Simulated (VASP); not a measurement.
Input of a VASP 6.6.1 run:

INCAR

```
SYSTEM = In
PREC = Accurate
ENCUT = 520
EDIFF = 1E-7
ISMEAR = -1
SIGMA = 0.05
LREAL = .FALSE.
LASPH = .TRUE.
NELM = 60
ALGO = Normal
ISIF = 2
LWAVE = .FALSE.
LCHARG = .TRUE.
GGA = CA
LELF = .TRUE.
LVHAR = .TRUE.
NBANDS = 20
```

KPOINTS

```
Automatic mesh
0
G
  12 12 12
  0 0 0
```

POSCAR

```
In
1.0
    0.0000000000      2.9996910017      2.9996910017
    2.9996910017      0.0000000000      2.9996910017
    2.9996910017      2.9996910017      0.0000000000
In
2
Direct
   -0.1250000000     -0.1250000000     -0.1250000000
    0.1250000000      0.1250000000      0.1250000000
```

Potentials or basis: VASP PAW LDA potentials, release 64 (In_d).

Launch:

```bash
$ cat potpaw_LDA.64/In_d/POTCAR > POTCAR
$ mpirun -np 1 vasp_std > vasp.out
```

**Question.** What does it give for the band gap on the k mesh?

**Answer.** Zero (bands 13 and 14 overlap by 5.10 eV).

**Question.** What does it give for the pressure?

**Answer.** 13.0 GPa.

Caveat: the cell stands under pressure; spin-orbit coupling is left out, which moves the levels of the heavy elements.
